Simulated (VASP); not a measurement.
# PtSe2 in VASP: relaxation of the atoms with PBE+D3(BJ)

Aim: the relaxation of the atoms of PtSe2 with PBE+D3(BJ).

Everything below comes from runs of VASP 6.6.1. Logs are shortened: lines on timing, memory, paths and dates and some standing lists are left out, and cuts for length are marked.

## Step 1: The cell of the first run

The cell holds a slab with vacuum, 6 atoms: a = 3.707 Å, b = 3.707 Å, c = 22.798 Å, α = 90.00°, β = 90.00°, γ = 120.00°.

## Step 2: Relaxation of the atoms, PBE+D3(BJ)

INCAR

```
PREC = Accurate
ENCUT = 450
EDIFF = 1E-7
ISMEAR = 0
SIGMA = 0.05
LREAL = False
LASPH = True
NELM = 300
ALGO = Normal
ISIF = 2
LWAVE = False
LCHARG = False
LDIPOL = True
IDIPOL = 3
DIPOL = 0.5 0.5 0.388
GGA = PE
IVDW = 12
IBRION = 2
NSW = 40
EDIFFG = -0.003
GGA_COMPAT = False
NELMIN = 4
NELMDL = -8
AMIX = 0.1
BMIX = 1E-4
AMIX_MAG = 0.4
BMIX_MAG = 1E-4
KPAR = 4
```

KPOINTS

```
regular mesh
0
Gamma
  9 9 1
```

POSCAR

```
PtSe2
1.0
    3.7070359042      0.0000000000      0.0000000000
   -1.8535179521      3.2103872658      0.0000000000
    0.0000000000      0.0000000000     22.7981610971
Se Pt
4 2
Selective dynamics
Direct
    0.6666666667      0.3333333333      0.1973843408  F F F
    0.3333333333      0.6666666667      0.3135814559  F F T
    0.3333333333      0.6666666667      0.4630671967  F F T
    0.6666666667      0.3333333333      0.5792643118  F F T
    0.0000000000      0.0000000000      0.2554828984  F F T
    1.0000000000      1.0000000000      0.5211657542  F F T
```

Potentials or basis: VASP PAW PBE potentials, release 64 (Se, Pt).

On the command line:

```bash
$ cat potpaw_PBE.64/Se/POTCAR potpaw_PBE.64/Pt/POTCAR > POTCAR
$ mpirun -np 4 vasp_std > vasp.out
```

OUTCAR:

```text
PREC = Accurate
   ENCUT = 450
   EDIFF = 1E-7
   ISMEAR = 0
   LREAL = False
   LASPH = True
   NELM = 300
   ISIF = 2
   GGA = PE
   IVDW = 12
   IBRION = 2
   NSW = 40
   EDIFFG = -0.003
   NELMIN = 4
   NELMDL = -8
   AMIX = 0.1
   AMIX_MAG = 0.4
 IVDW          = 12

 ion  position               nearest neighbor table
   1  0.667  0.333  0.197-   5 2.52   5 2.52   5 2.52
   2  0.333  0.667  0.314-   5 2.52   5 2.52   5 2.52
   3  0.333  0.667  0.463-   6 2.52   6 2.52   6 2.52
   4  0.667  0.333  0.579-   6 2.52   6 2.52   6 2.52
   5  0.000  0.000  0.255-   2 2.52   2 2.52   2 2.52   1 2.52   1 2.52   1 2.52
   6  0.000  0.000  0.521-   3 2.52   3 2.52   3 2.52   4 2.52   4 2.52   4 2.52

  LATTYP: Found a hexagonal cell.
 ALAT       =     3.7070359042
 C/A-ratio  =     6.1499704039

  Lattice vectors:

 A1 = (   3.7070359042,   0.0000000000,   0.0000000000)
 A2 = (  -1.8535179521,   3.2103872658,   0.0000000000)
 A3 = (   0.0000000000,   0.0000000000,  22.7981610971)

Analysis of symmetry for initial positions (statically):
=====================================================================
 Subroutine PRICEL returns:
 Original cell was already a primitive cell.

 Routine SETGRP: Setting up the symmetry group for a
 hexagonal supercell.

 Subroutine GETGRP returns: Found 12 space group operations
 (whereof  6 operations were pure point group operations)
 out of a pool of 24 trial point group operations.

The static configuration has the point symmetry C_3v.
 The point group associated with its full space group is D_3h.

Analysis of symmetry for dynamics (positions and initial velocities):
=====================================================================
 Subroutine PRICEL returns:
 Original cell was already a primitive cell.

 Routine SETGRP: Setting up the symmetry group for a
 hexagonal supercell.

 Subroutine GETGRP returns: Found 12 space group operations
 (whereof  6 operations were pure point group operations)
 out of a pool of 24 trial point group operations.

The dynamic configuration has the point symmetry C_3v.
 The point group associated with its full space group is D_3h.

Analysis of constrained symmetry for selective dynamics:
=====================================================================
 Subroutine PRICEL returns:
 Original cell was already a primitive cell.

 Routine SETGRP: Setting up the symmetry group for a
 hexagonal supercell.

 Subroutine GETGRP returns: Found  6 space group operations
 (whereof  6 operations were pure point group operations)
 out of a pool of 24 trial point group operations.

The constrained configuration has the point symmetry C_3v.

 Subroutine INISYM returns: Found  6 space group operations
 (whereof  6 operations are pure point group operations),
 and found     1 'primitive' translations

----------------------------------------------------------------------------------------

                                     Primitive cell

  volume of cell :     271.3214

  direct lattice vectors                    reciprocal lattice vectors
     3.707035904  0.000000000  0.000000000     0.269757301  0.155744450  0.000000000
    -1.853517952  3.210387266  0.000000000     0.000000000  0.311488901  0.000000000
     0.000000000  0.000000000 22.798161097     0.000000000  0.000000000  0.043863187

  length of vectors
     3.707035904  3.707035904 22.798161097     0.311488901  0.311488901  0.043863187

  position of ions in fractional coordinates (direct lattice)
     0.666666667  0.333333333  0.197384341
     0.333333333  0.666666667  0.313581456
     0.333333333  0.666666667  0.463067197
     0.666666667  0.333333333  0.579264312
     0.000000000  0.000000000  0.255482898
     0.000000000  0.000000000  0.521165754

  ion indices of the primitive-cell ions
   primitive index   ion index
                 1           1
                 2           2
                 3           3
                 4           4
                 5           5
                 6           6

----------------------------------------------------------------------------------------
[... 36 lines left out ...]
  0.222222  0.222222  0.000000      6.000000
  0.333333  0.222222  0.000000     12.000000
  0.333333  0.333333  0.000000      2.000000
   k-points           NKPTS =     12   k-points in BZ     NKDIM =     12   number of bands    NBANDS=     26
   number of dos      NEDOS =    301   number of ions     NIONS =      6
   total plane-waves  NPLWV = 125440
   dimension x,y,z NGX =    28 NGY =   28 NGZ =  160
   dimension x,y,z NGXF=    56 NGYF=   56 NGZF=  320
   ions per type =               4   2
   NGX,Y,Z   is equivalent  to a cutoff of  12.56, 12.56, 11.67 a.u.
   NGXF,Y,Z  is equivalent  to a cutoff of  25.11, 25.11, 23.33 a.u.
 SYSTEM =  unknown system
   PREC   = accura    normal or accurate (medium, high low for compatibility)
   ISTART =      0    job   : 0-new  1-cont  2-samecut
   ICHARG =      2    charge: 1-file 2-atom 10-const
   ISPIN  =      1    spin polarized calculation?
   LNONCOLLINEAR =      F non collinear calculations
   LSORBIT =      F    spin-orbit coupling
   LASPH  =      T    aspherical Exc in radial PAW
   ENCUT  =  450.0 eV  33.07 Ry    5.75 a.u.   6.41  6.41 39.43*2*pi/ulx,y,z
   NELM   =    300;   NELMIN=  4; NELMDL= -8     # of ELM steps
   EDIFF  = 0.1E-06   stopping-criterion for ELM
   LREAL  =      F    real-space projection
   EDIFFG = -.3E-02   stopping-criterion for IOM
   NSW    =     40    number of steps for IOM
   IBRION =      2    ionic relax: 0-MD 1-quasi-New 2-CG
   NFREE  =      1    steps in history (QN), initial steepest desc. (CG)
   ISIF   =      2    stress and relaxation
   ISYM   =      2    0-nonsym 1-usesym 2-fastsym
   POTIM  = 0.5000    time-step for ionic-motion
   TEBEG  =    0.0;   TEEND  =   0.0 temperature during run
   PSTRESS=    0.0 pullay stress
   NELECT =      44.0000    total number of electrons
   NUPDOWN=      -1.0000    fix difference up-down
   EMIN   =  10.00;   EMAX   =-10.00  energy-range for DOS
   EFERMI =   0.00;   METHOD = LEGACY
   ISMEAR =     0;   SIGMA  =   0.05  broadening in eV -4-tet -1-fermi 0-gaus
   EFERMI_NEDOS =   21; number of points for ismear=-14 and -15
   IALGO  =     38    algorithm
   IMIX   =      4    mixing-type and parameters
     AMIX     =   0.10;   BMIX     =  0.00
     AMIX_MAG =   0.40;   BMIX_MAG =  0.00
  volume/ion in A,a.u.               =      45.22       305.16
  Fermi-wavevector in a.u.,A,eV,Ry     =   0.892752  1.687057 10.843937  0.797007
  Thomas-Fermi vector in A             =   2.014742
   LORBIT       =      0    0 simple, 1 ext, 2 COOP (PROOUT), +10 PAW based schemes
   GGA     = PE    functional components
   LHFCALC =     F    Hartree Fock is set to
   AEXX    =    0.0000 exact exchange contribution
   IVDW    =    12    specifies the selected vdW correction
   LEPSILON=     F    determine dielectric tensor
   LRPA    =     F    only Hartree local field effects (RPA)
 conjugate gradient relaxation of ions
 non-spin polarized calculation
 Gauss-broadening in eV      SIGMA  =   0.05
  energy-cutoff  :      450.00
  volume of cell :      271.32
 maximum number of plane-waves:      5927
 NGX is ok and might be reduce to    28
   NGX = 13   NGY = 13   NGZ = 79

--------------------------------------- Ionic step        1  -------------------------------------------

 number of electron      44.0000000 magnetization

 Free energy of the ion-electron system (eV)
  ---------------------------------------------------
  ext. energy  EPLUGINS =         0.00000000
  ---------------------------------------------------
  free energy    TOTEN  =       -28.48964588 eV

  energy without entropy =      -28.48964588  energy(sigma->0) =      -28.48964588

------------------------ aborting loop because EDIFF is reached ----------------------------------------

 Edisp (eV)   -2.07804

 E8    (eV) :    -0.9202
[... 117 lines left out ...]
  FREE ENERGIE OF THE ION-ELECTRON SYSTEM (eV)
  ---------------------------------------------------
  free  energy   TOTEN  =       -30.5687099603 eV

  energy  without entropy=      -30.5687099603  energy(sigma->0) =      -30.56870996

 E-fermi :   0.0069     XC(G=0):  -5.4847

 val. band max:       -0.2673511698   @ k =   0.1111   0.1111   0.0000
 cond. band min:       0.5210844223   @ k =   0.2222   0.0000   0.0000
 fundamental gap:      0.7884355920
 Fermi energy:         0.0068950932

 k-point     1 :       0.0000    0.0000    0.0000
  band No.  band energies     occupation
      1     -14.8092      2.00000
      2     -14.7041      2.00000
      3     -13.0370      2.00000
      4     -12.9000      2.00000
      5      -6.0581      2.00000
      6      -5.8504      2.00000
[... 337 lines left out ...]
     25       1.2776      0.00000
     26       1.3524      0.00000

[... ionic steps 4 to 25 ...]

--------------------------------------- Ionic step       26  -------------------------------------------

 number of electron      44.0000000 magnetization

------------------------ aborting loop because EDIFF is reached ----------------------------------------
[... 77 lines left out ...]
  FREE ENERGIE OF THE ION-ELECTRON SYSTEM (eV)
  ---------------------------------------------------
  free  energy   TOTEN  =       -30.5767857866 eV

  energy  without entropy=      -30.5767857866  energy(sigma->0) =      -30.57678579

 dipolmoment           0.000000      0.000000      0.000009 electrons x Angstroem

--------------------------------------- Ionic step       28  -------------------------------------------

 number of electron      44.0000000 magnetization

 dipolmoment           0.000000      0.000000     -0.000006 electrons x Angstroem

 Free energy of the ion-electron system (eV)
  ---------------------------------------------------
  ext. energy  EPLUGINS =         0.00000000
  ---------------------------------------------------
  free energy    TOTEN  =       -28.53008697 eV

  energy without entropy =      -28.53008697  energy(sigma->0) =      -28.53008697

 E-fermi :  -0.1314     XC(G=0):  -5.5052

 val. band max:       -0.3515847668   @ k =   0.1111   0.1111   0.0000
 cond. band min:       0.5287502531   @ k =   0.2222   0.0000   0.0000
 fundamental gap:      0.8803350199
 Fermi energy:        -0.1314163631

 k-point     1 :       0.0000    0.0000    0.0000
  band No.  band energies     occupation
      1     -14.7595      2.00000
      2     -14.7062      2.00000
      3     -13.0197      2.00000
      4     -12.9120      2.00000
      5      -6.0117      2.00000
      6      -5.7766      2.00000
[... 337 lines left out ...]
     25       1.2469      0.00000
     26       1.3053      0.00000

------------------------ aborting loop because EDIFF is reached ----------------------------------------

 vacuum level on the upper side and lower side of the slab       (xc-potential included)        -0.073        -0.065

 Edisp (eV)   -2.04670

 E8    (eV) :    -0.9068

  FORCE on cell =-STRESS in cart. coord.  units (eV):
  Direction    XX          YY          ZZ          XY          YZ          ZX
  --------------------------------------------------------------------------------------
  -------------------------------------------------------------------------------------
  Total      -0.02659    -0.02659    -0.02485     0.00000     0.00000     0.00000
  in kB      -0.15703    -0.15703    -0.14677     0.00000     0.00000     0.00000
  external pressure =       -0.15 kB  Pullay stress =        0.00 kB
[... 21 lines left out ...]
  FREE ENERGIE OF THE ION-ELECTRON SYSTEM (eV)
  ---------------------------------------------------
  free  energy   TOTEN  =       -30.5767859474 eV

  energy  without entropy=      -30.5767859474  energy(sigma->0) =      -30.57678595

 reached required accuracy - stopping structural energy minimisation

 vacuum level on the upper side and lower side of the slab         4.917         4.924
```

Wall time 5.5 min (4 MPI ranks of Intel Xeon 6975P-C (Granite Rapids), shared host); peak memory 0.41 GiB.

Results:

* Free energy: -30.5768 eV
* Energy gained by relaxing: 1.5 meV/atom
* Ionic steps: 28
* Band gap on the k mesh: 0.88 eV (least direct gap 1.06 eV)
* Dispersion energy per atom: -0.341 eV

The path:
```tsv
step	energy change (eV)	largest force on free atoms (eV/Å)	pressure (GPa)
1	0.0000	0.1184	0.07
2	-0.0009	0.0469	0.15
3	-0.0010	0.0734	0.17
4	-0.0015	0.0470	0.21
5	-0.0018	0.0670	0.26
6	-0.0015	0.1397	0.37
7	-0.0019	0.0853	0.29
8	-0.0023	0.0541	0.28
9	-0.0025	0.0748	0.26
10	-0.0028	0.0563	0.25
11	-0.0034	0.0745	0.23
12	-0.0030	0.1680	0.17
13	-0.0035	0.1003	0.21
14	-0.0038	0.0972	0.20
15	-0.0047	0.0875	0.18
16	-0.0062	0.0681	0.14
17	-0.0083	0.0324	0.06
18	-0.0084	0.0987	-0.10
19	-0.0089	0.0532	-0.03
20	-0.0088	0.0988	-0.02
21	-0.0091	0.0096	-0.03
22	-0.0091	0.0056	-0.03
23	-0.0091	0.0071	-0.03
24	-0.0091	0.0068	-0.02
25	-0.0091	0.0042	-0.02
26	-0.0091	0.0034	-0.02
27	-0.0091	0.0032	-0.01
28	-0.0091	0.0018	-0.02
```

Final structure:
```yaml
crystal:
  lattice:
    - [3.70704, 0.00000, 0.00000]
    - [-1.85352, 3.21039, 0.00000]
    - [0.00000, 0.00000, 22.79816]
  atoms:
    - { symbol: Se, position: [0.66667, 0.33333, 0.19738] }
    - { symbol: Se, position: [0.33333, 0.66667, 0.31349] }
    - { symbol: Se, position: [0.33333, 0.66667, 0.47104] }
    - { symbol: Se, position: [0.66667, 0.33333, 0.58715] }
    - { symbol: Pt, position: [0.00000, 0.00000, 0.25554] }
    - { symbol: Pt, position: [0.00000, 0.00000, 0.52900] }
```

Levels at points of the mesh, in eV from the valence-band top:
```tsv
k point	band 19	band 20	band 21	band 22	band 23	band 24	band 25	band 26
(0.00, 0.00, 0.00)	-0.37	-0.37	-0.30	-0.30	2.58	2.58	2.68	2.68
```

Caveat: spin-orbit coupling is left out, which moves the levels of the heavy elements.
